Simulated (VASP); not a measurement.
A run of VASP 6.6.1 is set up as follows.

INCAR

```
SYSTEM = Ga2O3
PREC = Accurate ; ENCUT = 520
EDIFF = 1E-6 ; ISMEAR = 0
SIGMA = 0.01 ; LREAL = .FALSE.
LASPH = .TRUE. ; NELM = 100
ALGO = Normal ; ISIF = 2
LWAVE = .FALSE. ; LCHARG = .FALSE.
GGA = PE ; NBANDS = 55
```

KPOINTS

```
regular mesh
0
G
  8 8 4
  0 0 0
```

Contents of POSCAR:

```
Ga2O3
1.0
    6.2270357971     -1.5417420511      0.0113454247
    6.2270357971      1.5417420511      0.0113454247
   -1.4027718404      0.0000000000      5.7077560376
Ga O
4 6
Direct
    0.0899134196      0.0899134196      0.7947126568
    0.9100865804      0.9100865804      0.2052873432
    0.6585014493      0.6585014493      0.3141544980
    0.3414985507      0.3414985507      0.6858455020
    0.1634993727      0.1634993727      0.1091951777
    0.8365006273      0.8365006273      0.8908048223
    0.1737013353      0.1737013353      0.5643510622
    0.8262986647      0.8262986647      0.4356489378
    0.4960243797      0.4960243797      0.2566981820
    0.5039756203      0.5039756203      0.7433018180
```

Potentials or basis: VASP PAW PBE potentials, release 64 (Ga_d, O).

Command:

```sh
$ cat potpaw_PBE.64/Ga_d/POTCAR potpaw_PBE.64/O/POTCAR > POTCAR
$ mpirun -np 1 vasp_std > vasp.out
```

Estimate the largest force.

0.026 eV/Å.

Estimate the band gap on the k mesh.

2.00 eV (least direct gap 2.02 eV).

Predict the pressure.

0.6 GPa.

Forces in eV/Å, atoms in the order of the input:
```
Ga   0.003  0.000  0.006
Ga  -0.003  0.000 -0.006
Ga  -0.009  0.000 -0.002
Ga   0.009  0.000  0.002
O    0.020  0.000 -0.017
O   -0.020  0.000  0.017
O   -0.010  0.000 -0.003
O    0.010  0.000  0.003
O    0.004  0.000  0.006
O   -0.004  0.000 -0.006
```

A k mesh can miss the band edges. A hybrid or GW would open this gap; PBE tends to underestimate it.
